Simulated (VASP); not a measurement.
# NaCaBr3 (Pm-3m) in VASP: a series of runs, part 2 of 2

VASP 6.6.1.

### Step 6. Single point, PBE (37.74 Å³/atom)

This run uses another cell than the first one, of 37.74 Å³/atom.

File INCAR:

```
SYSTEM = NaCaBr3
PREC = Accurate
ENCUT = 520
EDIFF = 1E-6
ISMEAR = 0
SIGMA = 0.01
LREAL = .False.
LASPH = .True.
NELM = 100
ALGO = Normal
ISIF = 2
LWAVE = .False.
LCHARG = .False.
GGA = PE
NBANDS = 27
```

File KPOINTS:

```
regular mesh
0
Gamma
  4 4 4
  0 0 0
```

File POSCAR:

```
NaCaBr3
1.0
    5.7355071308      0.0000000000      0.0000000000
    0.0000000000      5.7355071308      0.0000000000
    0.0000000000      0.0000000000      5.7355071308
Na Ca Br
1 1 3
Direct
    0.0000000000      0.0000000000      0.0000000000
    0.5000000000      0.5000000000      0.5000000000
    0.5000000000      0.5000000000      0.0000000000
    0.5000000000      0.0000000000      0.5000000000
    0.0000000000      0.5000000000      0.5000000000
```

Potentials or basis: VASP PAW PBE potentials, release 64 (Na_pv, Ca_sv, Br).

Command:

```bash
$ cat potpaw_PBE.64/Na_pv/POTCAR potpaw_PBE.64/Ca_sv/POTCAR potpaw_PBE.64/Br/POTCAR > POTCAR
$ mpirun -np 1 vasp_std > vasp.out
```

OUTCAR:

```text
SYSTEM = NaCaBr3
   PREC = Accurate
   ENCUT = 520
   EDIFF = 1E-6
   ISMEAR = 0
   LREAL = .False.
   LASPH = .True.
   NELM = 100
   ISIF = 2
   GGA = PE

 ion  position               nearest neighbor table
   1  0.000  0.000  0.000-
   2  0.500  0.500  0.500-   3 2.87   4 2.87   5 2.87   3 2.87   4 2.87   5 2.87
   3  0.500  0.500  0.000-   2 2.87   2 2.87
   4  0.500  0.000  0.500-   2 2.87   2 2.87
   5  0.000  0.500  0.500-   2 2.87   2 2.87

  LATTYP: Found a simple cubic cell.
 ALAT       =     5.7355071308

  Lattice vectors:

 A1 = (   5.7355071308,   0.0000000000,   0.0000000000)
 A2 = (   0.0000000000,   5.7355071308,   0.0000000000)
 A3 = (   0.0000000000,   0.0000000000,   5.7355071308)

Analysis of symmetry for initial positions (statically):
=====================================================================
 Subroutine PRICEL returns:
 Original cell was already a primitive cell.

 Routine SETGRP: Setting up the symmetry group for a
 simple cubic supercell.

 Subroutine GETGRP returns: Found 48 space group operations
 (whereof 48 operations were pure point group operations)
 out of a pool of 48 trial point group operations.

The static configuration has the point symmetry O_h .

Analysis of symmetry for dynamics (positions and initial velocities):
=====================================================================
 Subroutine PRICEL returns:
 Original cell was already a primitive cell.

 Routine SETGRP: Setting up the symmetry group for a
 simple cubic supercell.

 Subroutine GETGRP returns: Found 48 space group operations
 (whereof 48 operations were pure point group operations)
 out of a pool of 48 trial point group operations.

The dynamic configuration has the point symmetry O_h .

 Subroutine INISYM returns: Found 48 space group operations
 (whereof 48 operations are pure point group operations),
 and found     1 'primitive' translations

----------------------------------------------------------------------------------------

                                     Primitive cell

  volume of cell :     188.6755

  direct lattice vectors                    reciprocal lattice vectors
     5.735507131  0.000000000  0.000000000     0.174352499  0.000000000  0.000000000
     0.000000000  5.735507131  0.000000000     0.000000000  0.174352499  0.000000000
     0.000000000  0.000000000  5.735507131     0.000000000  0.000000000  0.174352499

  length of vectors
     5.735507131  5.735507131  5.735507131     0.174352499  0.174352499  0.174352499

  position of ions in fractional coordinates (direct lattice)
     0.000000000  0.000000000  0.000000000
     0.500000000  0.500000000  0.500000000
     0.500000000  0.500000000  0.000000000
     0.500000000  0.000000000  0.500000000
     0.000000000  0.500000000  0.500000000

  ion indices of the primitive-cell ions
   primitive index   ion index
                 1           1
                 2           2
                 3           3
                 4           4
                 5           5

----------------------------------------------------------------------------------------

 KPOINTS: regular mesh

[... 24 lines left out ...]
  0.000000  0.000000  0.000000      1.000000
  0.250000  0.000000  0.000000      6.000000
  0.500000  0.000000  0.000000      3.000000
  0.250000  0.250000  0.000000     12.000000
  0.500000  0.250000  0.000000     12.000000
  0.500000  0.500000  0.000000      3.000000
  0.250000  0.250000  0.250000      8.000000
  0.500000  0.250000  0.250000     12.000000
  0.500000  0.500000  0.250000      6.000000
  0.500000  0.500000  0.500000      1.000000
   k-points           NKPTS =     10   k-points in BZ     NKDIM =     10   number of bands    NBANDS=     27
   number of dos      NEDOS =    301   number of ions     NIONS =      5
   total plane-waves  NPLWV = 110592
   dimension x,y,z NGX =    48 NGY =   48 NGZ =   48
   dimension x,y,z NGXF=    96 NGYF=   96 NGZF=   96
   ions per type =               1   1   3
   NGX,Y,Z   is equivalent  to a cutoff of  13.91, 13.91, 13.91 a.u.
   NGXF,Y,Z  is equivalent  to a cutoff of  27.83, 27.83, 27.83 a.u.
 SYSTEM =  NaCaBr3
   PREC   = accura    normal or accurate (medium, high low for compatibility)
   ISTART =      0    job   : 0-new  1-cont  2-samecut
   ICHARG =      2    charge: 1-file 2-atom 10-const
   ISPIN  =      1    spin polarized calculation?
   LNONCOLLINEAR =      F non collinear calculations
   LSORBIT =      F    spin-orbit coupling
   LASPH  =      T    aspherical Exc in radial PAW
   ENCUT  =  520.0 eV  38.22 Ry    6.18 a.u.  10.66 10.66 10.66*2*pi/ulx,y,z
   NELM   =    100;   NELMIN=  2; NELMDL= -5     # of ELM steps
   EDIFF  = 0.1E-05   stopping-criterion for ELM
   LREAL  =      F    real-space projection
   EDIFFG = 0.1E-04   stopping-criterion for IOM
   NSW    =      0    number of steps for IOM
   IBRION =     -1    ionic relax: 0-MD 1-quasi-New 2-CG
   NFREE  =      0    steps in history (QN), initial steepest desc. (CG)
   ISIF   =      2    stress and relaxation
   ISYM   =      2    0-nonsym 1-usesym 2-fastsym
   POTIM  = 0.5000    time-step for ionic-motion
   TEBEG  =    0.0;   TEEND  =   0.0 temperature during run
   PSTRESS=    0.0 pullay stress
   NELECT =      38.0000    total number of electrons
   NUPDOWN=      -1.0000    fix difference up-down
   EMIN   =  10.00;   EMAX   =-10.00  energy-range for DOS
   EFERMI =   0.00;   METHOD = LEGACY
   ISMEAR =     0;   SIGMA  =   0.01  broadening in eV -4-tet -1-fermi 0-gaus
   EFERMI_NEDOS =   21; number of points for ismear=-14 and -15
   IALGO  =     38    algorithm
   IMIX   =      4    mixing-type and parameters
     AMIX     =   0.40;   BMIX     =  1.00
     AMIX_MAG =   1.60;   BMIX_MAG =  1.00
  volume/ion in A,a.u.               =      37.74       254.65
  Fermi-wavevector in a.u.,A,eV,Ry     =   0.959616  1.813412 12.529103  0.920863
  Thomas-Fermi vector in A             =   2.088828
   LORBIT       =      0    0 simple, 1 ext, 2 COOP (PROOUT), +10 PAW based schemes
   GGA     = PE    functional components
   LHFCALC =     F    Hartree Fock is set to
   AEXX    =    0.0000 exact exchange contribution
   IVDW    =     0    specifies the selected vdW correction
   LEPSILON=     F    determine dielectric tensor
   LRPA    =     F    only Hartree local field effects (RPA)
 non-spin polarized calculation
 Gauss-broadening in eV      SIGMA  =   0.01
  energy-cutoff  :      520.00
  volume of cell :      188.68
 maximum number of plane-waves:      5112
 NGX is ok and might be reduce to    48
   NGX = 21   NGY = 21   NGZ = 21

 number of electron      37.9999992 magnetization

 Free energy of the ion-electron system (eV)
  ---------------------------------------------------
  ext. energy  EPLUGINS =         0.00000000
  ---------------------------------------------------
  free energy    TOTEN  =       -16.64993307 eV

  energy without entropy =      -16.64993307  energy(sigma->0) =      -16.64993307

 E-fermi :  -1.0926     XC(G=0):  -6.9899

 val. band max:       -1.1877624856   @ k =   0.5000   0.5000   0.5000
 cond. band min:       1.8590150634   @ k =   0.0000   0.0000   0.0000
 fundamental gap:      3.0467775490
 Fermi energy:        -1.0926157570

 k-point     1 :       0.0000    0.0000    0.0000
  band No.  band energies     occupation
      1     -40.2617      2.00000
      2     -25.0787      2.00000
      3     -25.0787      2.00000
      4     -25.0787      2.00000
      5     -21.2922      2.00000
      6     -21.2922      2.00000
[... 289 lines left out ...]
     26       5.6718      0.00000
     27       6.6708      0.00000

------------------------ aborting loop because EDIFF is reached ----------------------------------------

  FORCE on cell =-STRESS in cart. coord.  units (eV):
  Direction    XX          YY          ZZ          XY          YZ          ZX
  --------------------------------------------------------------------------------------
  -------------------------------------------------------------------------------------
  Total       -0.5946804     -0.5946804     -0.5946804      0.0000000     -0.0000000      0.0000000
  in kB       -5.0498530     -5.0498530     -5.0498530      0.0000000     -0.0000000      0.0000000
  external PRESSURE =      -5.0498530 kB  Pullay stress =       0.0000000 kB

 VOLUME and BASIS-vectors are now :
 -----------------------------------------------------------------------------
  energy-cutoff  :      520.00
  volume of cell :      188.68
      direct lattice vectors                 reciprocal lattice vectors
     5.735507131  0.000000000  0.000000000     0.174352499  0.000000000  0.000000000
     0.000000000  5.735507131  0.000000000     0.000000000  0.174352499  0.000000000
     0.000000000  0.000000000  5.735507131     0.000000000  0.000000000  0.174352499

 POSITION                                       TOTAL-FORCE (eV/Angst)
 -----------------------------------------------------------------------------------
      0.00000      0.00000      0.00000         0.000000      0.000000      0.000000
      2.86775      2.86775      2.86775         0.000000      0.000000      0.000000
      2.86775      2.86775      0.00000         0.000000      0.000000      0.000000
      2.86775      0.00000      2.86775         0.000000      0.000000      0.000000
      0.00000      2.86775      2.86775         0.000000      0.000000      0.000000
 -----------------------------------------------------------------------------------
    total drift:                                0.000000     -0.000000     -0.000000

  FREE ENERGIE OF THE ION-ELECTRON SYSTEM (eV)
  ---------------------------------------------------
  free  energy   TOTEN  =       -16.6499330733 eV

  energy  without entropy=      -16.6499330733  energy(sigma->0) =      -16.64993307
```

stdout:

```text
POSCAR found type information on POSCAR NaCaBr
 POSCAR found :  3 types and       5 ions
 scaLAPACK will be used
 LDA part: xc-table for (Slater+PW92), standard interpolation
 POSCAR, INCAR and KPOINTS ok, starting setup
 FFT: planning ... GRIDC
 FFT: planning ... GRID_SOFT
 FFT: planning ... GRID
 WAVECAR not read
 entering main loop
```

Wall time 31 s (1 thread of AMD EPYC 9R45 (Zen 5), shared host); peak memory 0.3 GiB.

Results:

* Free energy: -16.6499 eV
* Pressure: -0.5 GPa
* Band gap on the k mesh: 3.05 eV (least direct gap 3.37 eV)

Levels at points of the mesh, in eV from the valence-band top:
```
           k point  band 17  band 18  band 19  band 20  band 21  band 22
(0.00, 0.00, 0.00)    -0.32    -0.32    -0.32     3.05     4.85     4.85
(0.50, 0.00, 0.00)    -0.66    -0.39    -0.39     4.50     4.93     5.17
(0.50, 0.50, 0.00)    -0.87    -0.87    -0.01     4.71     5.86     5.86
(0.50, 0.50, 0.50)     0.00     0.00     0.00     3.88     6.45     6.45
```

### Step 7. Summary

```tsv
cell	gap on the mesh (eV)	pressure (GPa)
a = 5.563 Å, 5 atoms	3.09	1.5
a = 5.622 Å, 5 atoms	3.08	0.7
a = 5.641 Å, 5 atoms	3.07	0.5
a = 5.679 Å, 5 atoms	3.06	0.1
a = 5.736 Å, 5 atoms	3.05	-0.5
```

Alike in all rows: task single point; level PBE; potentials or basis VASP PAW PBE potentials, release 64 (Na_pv, Ca_sv, Br); no spin polarisation; k mesh 4 × 4 × 4; cutoff (eV) 520; smearing gaussian 0.01 eV.

Absolute energies hang on the potentials; compare differences alone.
